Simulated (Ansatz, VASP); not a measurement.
# LiNbO3: VASP beside Ansatz

```
Li Nb O
1.0
     2.60271    1.50267    4.55878
    -2.60271    1.50267    4.55878
     0.00000   -3.00535    4.55878
Li Nb O
2 2 6
Cartesian
  0.0000 0.0000 10.2573
  0.0000 0.0000 3.4191
  0.0000 0.0000 6.8382
  0.0000 0.0000 0.0000
  -0.6363 1.5027 7.9779
  -0.9832 -1.3024 7.9779
  1.6195 -0.2003 7.9779
  0.9832 1.3024 5.6985
  0.6363 -1.5027 5.6985
  -1.6195 0.2003 5.6985
```

Change from the starting cell: volume scaled by 1.04, ions relaxed.

Alike in both runs: functional PBE; k mesh 7 × 7 × 7; occupations fermi-dirac, width 0.02 eV; no spin polarisation.

Ansatz relaxed the structure, and its values are those at the end. VASP's run is a single point on that final structure, the one shown.

```csv
,VASP,Ansatz
version,VASP 6.6.1,Ansatz 0.2.0
potentials or method,"VASP PAW PBE potentials, release 64 (Li_sv, Nb_sv, O)","plane-wave PAW, scalar-relativistic"
plane-wave cutoff (eV),520,420
valence electrons in the cell,68,68
```

|  | VASP | Ansatz | Ansatz less VASP |
| --- | --- | --- | --- |
| gap on the k mesh at the Fermi level (eV) | 2.55 | 2.57 | +0.016 |
| rms of the force components (eV/Å) | 0.012 | 0.002 | -0.0096 |

With one functional, cell and mesh, what is left measures potentials, basis and numerics. Ansatz's warnings: stress scf threshold loose.

Noted on VASP's run: the cutoff is short for stress, so the pressure is rough.
